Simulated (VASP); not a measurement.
# Sn (Fd-3m) in VASP: notebook

Runs on Sn. Level: PBEsol. Tasks: relaxation of cell and atoms.

Everything below comes from runs of VASP 6.6.1. Logs are shortened: lines on timing, memory, paths and dates and some standing lists are left out, and cuts for length are marked.

### Step 1. The cell of the first run

The structure is cubic, space group Fd-3m (No. 227). The conventional cell has a = 6.401 Å, b = 6.401 Å, c = 6.401 Å, α = 90.00°, β = 90.00°, γ = 90.00°. Within 3.7 Å of Sn (site symmetry -43m) lie 4 Sn at 2.77 Å.

### Step 2. Relaxation of cell and atoms, PBEsol

File INCAR:

```
SYSTEM = Sn
ALGO = Normal ; EDIFF = 1E-7
EDIFFG = -0.005 ; ENCUT = 600
GGA = PS ; IBRION = 2
ISIF = 3 ; ISMEAR = -1
LASPH = .TRUE. ; LCHARG = .FALSE.
LREAL = .FALSE. ; LWAVE = .FALSE.
NELM = 80 ; NSW = 100
PREC = Accurate ; SIGMA = 0.05
```

File KPOINTS:

```
k-points
0
G
  9 9 9
  0 0 0
```

File POSCAR:

```
Sn
1.0
    0.0000000000      3.2006805386      3.2006805386
    3.2006805386      0.0000000000      3.2006805386
    3.2006805386      3.2006805386      0.0000000000
Sn
2
Direct
    0.0000000000      0.0000000000      0.0000000000
    0.2500000000      0.2500000000      0.2500000000
```

Potentials or basis: VASP PAW PBE potentials, release 64 (Sn_d).

Run with:

```console
$ cat potpaw_PBE.64/Sn_d/POTCAR > POTCAR
$ mpirun -np 1 vasp_std > vasp.out
```

OUTCAR:

```text
SYSTEM = Sn
   EDIFF = 1E-7
   EDIFFG = -0.005
   ENCUT = 600
   GGA = PS
   IBRION = 2
   ISIF = 3
   ISMEAR = -1
   LASPH = .TRUE.
   LREAL = .FALSE.
   NELM = 80
   NSW = 100
   PREC = Accurate

 ion  position               nearest neighbor table
   1  0.000  0.000  0.000-   2 2.77   2 2.77   2 2.77   2 2.77
   2  0.250  0.250  0.250-   1 2.77   1 2.77   1 2.77   1 2.77

  LATTYP: Found a face centered cubic cell.
 ALAT       =     6.4013610772

  Lattice vectors:

 A1 = (   0.0000000000,   3.2006805386,   3.2006805386)
 A2 = (   3.2006805386,   0.0000000000,   3.2006805386)
 A3 = (   3.2006805386,   3.2006805386,   0.0000000000)

Analysis of symmetry for initial positions (statically):
=====================================================================
 Subroutine PRICEL returns:
 Original cell was already a primitive cell.

 Routine SETGRP: Setting up the symmetry group for a
 face centered cubic supercell.

 Subroutine GETGRP returns: Found 48 space group operations
 (whereof 24 operations were pure point group operations)
 out of a pool of 48 trial point group operations.

The static configuration has the point symmetry T_d .
 The point group associated with its full space group is O_h .

Analysis of symmetry for dynamics (positions and initial velocities):
=====================================================================
 Subroutine PRICEL returns:
 Original cell was already a primitive cell.

 Routine SETGRP: Setting up the symmetry group for a
 face centered cubic supercell.

 Subroutine GETGRP returns: Found 48 space group operations
 (whereof 24 operations were pure point group operations)
 out of a pool of 48 trial point group operations.

The dynamic configuration has the point symmetry T_d .
 The point group associated with its full space group is O_h .

 Subroutine INISYM returns: Found 48 space group operations
 (whereof 24 operations are pure point group operations),
 and found     1 'primitive' translations

----------------------------------------------------------------------------------------

                                     Primitive cell

  volume of cell :      65.5778

  direct lattice vectors                    reciprocal lattice vectors
     0.000000000  3.200680539  3.200680539    -0.156216778  0.156216778  0.156216778
     3.200680539  0.000000000  3.200680539     0.156216778 -0.156216778  0.156216778
     3.200680539  3.200680539  0.000000000     0.156216778  0.156216778 -0.156216778

  length of vectors
     4.526445827  4.526445827  4.526445827     0.270575396  0.270575396  0.270575396

  position of ions in fractional coordinates (direct lattice)
     0.000000000  0.000000000  0.000000000
     0.250000000  0.250000000  0.250000000

  ion indices of the primitive-cell ions
   primitive index   ion index
                 1           1
                 2           2

----------------------------------------------------------------------------------------

 KPOINTS: k-points

Automatic generation of k-mesh.
 Grid dimensions read from file:
 generate k-points for:    9    9    9

 Generating k-lattice:

  Cartesian coordinates                     Fractional coordinates (reciprocal lattice)
    -0.017357420  0.017357420  0.017357420     0.111111111  0.000000000  0.000000000
     0.017357420 -0.017357420  0.017357420     0.000000000  0.111111111  0.000000000
     0.017357420  0.017357420 -0.017357420     0.000000000  0.000000000  0.111111111

  Length of vectors
     0.030063933  0.030063933  0.030063933

  Shift w.r.t. Gamma in fractional coordinates (k-lattice)
     0.000000000  0.000000000  0.000000000

 Subroutine IBZKPT returns following result:
 ===========================================

 Found     35 irreducible k-points:

 Following reciprocal coordinates:
            Coordinates               Weight
  0.000000  0.000000  0.000000      1.000000
  0.111111  0.000000  0.000000      8.000000
  0.222222  0.000000  0.000000      8.000000
  0.333333  0.000000  0.000000      8.000000
  0.444444  0.000000  0.000000      8.000000
  0.111111  0.111111  0.000000      6.000000
[... 16 lines left out ...]
 -0.333333  0.333333  0.000000     12.000000
  0.444444  0.444444  0.000000      6.000000
 [... further k-points ...]
   k-points           NKPTS =     35   k-points in BZ     NKDIM =     35   number of bands    NBANDS=     18
   number of dos      NEDOS =    301   number of ions     NIONS =      2
   total plane-waves  NPLWV =  46656
   dimension x,y,z NGX =    36 NGY =   36 NGZ =   36
   dimension x,y,z NGXF=    72 NGYF=   72 NGZF=   72
   ions per type =               2
   NGX,Y,Z   is equivalent  to a cutoff of  13.22, 13.22, 13.22 a.u.
   NGXF,Y,Z  is equivalent  to a cutoff of  26.44, 26.44, 26.44 a.u.
 SYSTEM =  Sn
   PREC   = accura    normal or accurate (medium, high low for compatibility)
   ISTART =      0    job   : 0-new  1-cont  2-samecut
   ICHARG =      2    charge: 1-file 2-atom 10-const
   ISPIN  =      1    spin polarized calculation?
   LNONCOLLINEAR =      F non collinear calculations
   LSORBIT =      F    spin-orbit coupling
   LASPH  =      T    aspherical Exc in radial PAW
   ENCUT  =  600.0 eV  44.10 Ry    6.64 a.u.   9.04  9.04  9.04*2*pi/ulx,y,z
   NELM   =     80;   NELMIN=  2; NELMDL= -5     # of ELM steps
   EDIFF  = 0.1E-06   stopping-criterion for ELM
   LREAL  =      F    real-space projection
   EDIFFG = -.5E-02   stopping-criterion for IOM
   NSW    =    100    number of steps for IOM
   IBRION =      2    ionic relax: 0-MD 1-quasi-New 2-CG
   NFREE  =      1    steps in history (QN), initial steepest desc. (CG)
   ISIF   =      3    stress and relaxation
   ISYM   =      2    0-nonsym 1-usesym 2-fastsym
   POTIM  = 0.5000    time-step for ionic-motion
   TEBEG  =    0.0;   TEEND  =   0.0 temperature during run
   PSTRESS=    0.0 pullay stress
   NELECT =      28.0000    total number of electrons
   NUPDOWN=      -1.0000    fix difference up-down
   EMIN   =  10.00;   EMAX   =-10.00  energy-range for DOS
   EFERMI =   0.00;   METHOD = LEGACY
   ISMEAR =    -1;   SIGMA  =   0.05  broadening in eV -4-tet -1-fermi 0-gaus
   EFERMI_NEDOS =   21; number of points for ismear=-14 and -15
   IALGO  =     38    algorithm
   IMIX   =      4    mixing-type and parameters
     AMIX     =   0.40;   BMIX     =  1.00
     AMIX_MAG =   1.60;   BMIX_MAG =  1.00
  volume/ion in A,a.u.               =      32.79       221.27
  Fermi-wavevector in a.u.,A,eV,Ry     =   1.232750  2.329561 20.676417  1.519674
  Thomas-Fermi vector in A             =   2.367508
   LORBIT       =      0    0 simple, 1 ext, 2 COOP (PROOUT), +10 PAW based schemes
   GGA     = PS    functional components
   LHFCALC =     F    Hartree Fock is set to
   AEXX    =    0.0000 exact exchange contribution
   IVDW    =     0    specifies the selected vdW correction
   LEPSILON=     F    determine dielectric tensor
   LRPA    =     F    only Hartree local field effects (RPA)
 conjugate gradient relaxation of ions
 non-spin polarized calculation
  energy-cutoff  :      600.00
  volume of cell :       65.58
 maximum number of plane-waves:      2204
   NGX = 19   NGY = 19   NGZ = 19

--------------------------------------- Ionic step        1  -------------------------------------------

 number of electron      28.0000009 magnetization

 Free energy of the ion-electron system (eV)
  ---------------------------------------------------
  ext. energy  EPLUGINS =         0.00000000
  ---------------------------------------------------
  free energy    TOTEN  =        -8.42280249 eV

  energy without entropy =       -8.42133819  energy(sigma->0) =       -8.42207034

------------------------ aborting loop because EDIFF is reached ----------------------------------------

  FORCE on cell =-STRESS in cart. coord.  units (eV):
  Direction    XX          YY          ZZ          XY          YZ          ZX
  --------------------------------------------------------------------------------------
  -------------------------------------------------------------------------------------
  Total        1.2650319      1.2650319      1.2650319      0.0000000      0.0000000      0.0000000
  in kB       30.9068742     30.9068742     30.9068742      0.0000000      0.0000000      0.0000000
  external PRESSURE =      30.9068742 kB  Pullay stress =       0.0000000 kB

 VOLUME and BASIS-vectors are now :
 -----------------------------------------------------------------------------
  energy-cutoff  :      600.00
  volume of cell :       65.58
      direct lattice vectors                 reciprocal lattice vectors
     0.000000000  3.200680539  3.200680539    -0.156216778  0.156216778  0.156216778
     3.200680539  0.000000000  3.200680539     0.156216778 -0.156216778  0.156216778
     3.200680539  3.200680539  0.000000000     0.156216778  0.156216778 -0.156216778
[... 37 lines left out ...]
 POSITION                                       TOTAL-FORCE (eV/Angst)
 -----------------------------------------------------------------------------------
      6.59669      6.59669      6.59669        -0.000000     -0.000000     -0.000000
      1.64917      1.64917      1.64917         0.000000      0.000000      0.000000
 -----------------------------------------------------------------------------------
    total drift:                                0.000000      0.000000      0.000000

  FREE ENERGIE OF THE ION-ELECTRON SYSTEM (eV)
  ---------------------------------------------------
  free  energy   TOTEN  =        -8.4556024717 eV

  energy  without entropy=       -8.4526165602  energy(sigma->0) =       -8.45410952

--------------------------------------- Ionic step        3  -------------------------------------------

 number of electron      27.9999986 magnetization

 Free energy of the ion-electron system (eV)
  ---------------------------------------------------
  ext. energy  EPLUGINS =         0.00000000
  ---------------------------------------------------
  free energy    TOTEN  =        -8.46179582 eV

  energy without entropy =       -8.45919382  energy(sigma->0) =       -8.46049482

 E-fermi :   5.1947     XC(G=0):  -8.9679

 val. band max:        5.1683295756   @ k =   0.4444   0.0000   0.0000
 cond. band min:       5.3212963087   @ k =   0.3333   0.0000   0.0000
 fundamental gap:      0.1529667331
 Fermi energy:         5.1947450361

 k-point     1 :       0.0000    0.0000    0.0000
  band No.  band energies     occupation
      1     -16.3018      2.00000
      2     -16.3018      2.00000
      3     -16.3018      2.00000
      4     -16.2443      2.00000
      5     -16.2443      2.00000
      6     -15.9507      2.00000
[... 10 lines left out ...]
     17       7.4010      0.00000
     18       7.4010      0.00000
[... 463 lines left out ...]
 k-point    24 :       0.4444    0.4444    0.0000
  band No.  band energies     occupation
      1     -16.3494      2.00000
      2     -16.3494      2.00000
      3     -16.2476      2.00000
      4     -16.1915      2.00000
      5     -16.1184      2.00000
      6     -16.0662      2.00000
[... 10 lines left out ...]
     17      12.5329      0.00000
     18      12.5329      0.00000

 [... further k-points ...]

------------------------ aborting loop because EDIFF is reached ----------------------------------------

  FORCE on cell =-STRESS in cart. coord.  units (eV):
  Direction    XX          YY          ZZ          XY          YZ          ZX
  --------------------------------------------------------------------------------------
  -------------------------------------------------------------------------------------
  Total        0.0021305      0.0021305      0.0021305      0.0000000      0.0000000      0.0000000
  in kB        0.0488486      0.0488486      0.0488486      0.0000000      0.0000000      0.0000000
  external PRESSURE =       0.0488486 kB  Pullay stress =       0.0000000 kB

 VOLUME and BASIS-vectors are now :
 -----------------------------------------------------------------------------
  energy-cutoff  :      600.00
  volume of cell :       69.88
      direct lattice vectors                 reciprocal lattice vectors
     0.000000000  3.269169677  3.269169677    -0.152944035  0.152944035  0.152944035
     3.269169677  0.000000000  3.269169677     0.152944035 -0.152944035  0.152944035
     3.269169677  3.269169677  0.000000000     0.152944035  0.152944035 -0.152944035

 POSITION                                       TOTAL-FORCE (eV/Angst)
 -----------------------------------------------------------------------------------
      0.00000      0.00000      0.00000         0.000000      0.000000      0.000000
      1.63458      1.63458      1.63458        -0.000000     -0.000000     -0.000000
 -----------------------------------------------------------------------------------
    total drift:                                0.000000      0.000000      0.000000

  FREE ENERGIE OF THE ION-ELECTRON SYSTEM (eV)
  ---------------------------------------------------
  free  energy   TOTEN  =        -8.4617958185 eV

  energy  without entropy=       -8.4591938212  energy(sigma->0) =       -8.46049482

 reached required accuracy - stopping structural energy minimisation
```

Wall time 89 s (1 thread of Intel Xeon Platinum 8488C (Sapphire Rapids), shared host); peak memory 0.23 GiB.

Results:

- Free energy: -8.4618 eV
- Relaxed volume: 34.94 Å³/atom
- Relaxed cell: a = 4.623 Å, b = 4.623 Å, c = 4.623 Å, α = 60.00°, β = 60.00°, γ = 60.00°
- Space group after relaxing (to 0.05 Å): Fd-3m (No. 227)
- Energy gained by relaxing: 19.5 meV/atom
- Ionic steps: 3
- Pressure after relaxing: 0.0 GPa
- Band gap on the k mesh: zero (band 14 reaches 5.34 eV, above the bottom of band 15 at 5.17 eV)

The path:
| step | energy change (eV) | largest force (eV/Å) | pressure (GPa) | volume (Å³) |
| --- | --- | --- | --- | --- |
| 1 | 0.0000 | 0.0000 | 3.09 | 65.58 |
| 2 | -0.0328 | 0.0000 | -1.02 | 71.77 |
| 3 | -0.0390 | 0.0000 | 0.00 | 69.88 |

Final structure:
```
CELL_PARAMETERS angstrom
0.00000 3.26917 3.26917
3.26917 0.00000 3.26917
3.26917 3.26917 0.00000
ATOMIC_POSITIONS crystal
Sn 0.00000 0.00000 0.00000
Sn 0.25000 0.25000 0.25000
```

Caveat: the PAW data sets were made with another functional, which shifts forces and pressure a little; spin-orbit coupling is left out, which moves the levels of the heavy elements.

### Step 3. Relaxation of cell and atoms, PBEsol

File INCAR:

```
PREC = Accurate ; ENCUT = 600
EDIFF = 1E-6 ; ISMEAR = -1
SIGMA = 0.05 ; LREAL = False
LASPH = True ; NELM = 80
ALGO = Normal ; ISIF = 3
LWAVE = False ; LCHARG = False
GGA = PS ; IBRION = 2
NSW = 100 ; EDIFFG = -0.005
```

File KPOINTS:

```
Automatic mesh
0
Gamma
  9 9 9
```

POSCAR is that of step 2.

Potentials or basis: VASP PAW PBE potentials, release 64 (Sn_d).

Run with:

```console
$ cat potpaw_PBE.64/Sn_d/POTCAR > POTCAR
$ mpirun -np 1 vasp_std > vasp.out
```

It took 75 s on 1 thread of Intel Xeon Platinum 8488C (Sapphire Rapids), shared host; peak memory 0.23 GiB.

It converged, with:

* Free energy: -8.4618 eV
* Relaxed volume: 34.94 Å³/atom
* Relaxed cell: a = 4.623 Å, b = 4.623 Å, c = 4.623 Å, α = 60.00°, β = 60.00°, γ = 60.00°
* Space group after relaxing (to 0.05 Å): Fd-3m (No. 227)
* Energy gained by relaxing: 19.5 meV/atom
* Ionic steps: 3
* Pressure after relaxing: 0.0 GPa
* Band gap on the k mesh: zero (band 14 reaches 5.34 eV, above the bottom of band 15 at 5.17 eV)

The path:
```csv
step,energy change (eV),largest force (eV/Å),pressure (GPa),volume (Å³)
1,0.0000,0.0000,3.10,65.58
2,-0.0327,0.0000,-1.02,71.78
3,-0.0390,0.0000,0.00,69.88
```

Final structure:
```xyz
2
Lattice="0.0000 3.2691 3.2691 3.2691 0.0000 3.2691 3.2691 3.2691 0.0000" Properties=species:S:1:pos:R:3 pbc="T T T"
Sn    0.0000    0.0000    0.0000
Sn    1.6346    1.6346    1.6346
```

Levels at points of the mesh, in eV from the Fermi level:
| k point | band 11 | band 12 | band 13 | band 14 | band 15 | band 16 | band 17 | band 18 |
| --- | --- | --- | --- | --- | --- | --- | --- | --- |
| (0.00, 0.00, 0.00) | -10.42 | -0.79 | 0.15 | 0.15 | 0.15 | 2.21 | 2.21 | 2.21 |

Caveat: the PAW data sets were made with another functional, which shifts forces and pressure a little; spin-orbit coupling is left out, which moves the levels of the heavy elements. Zero-point motion and thermal expansion aren't in these numbers.
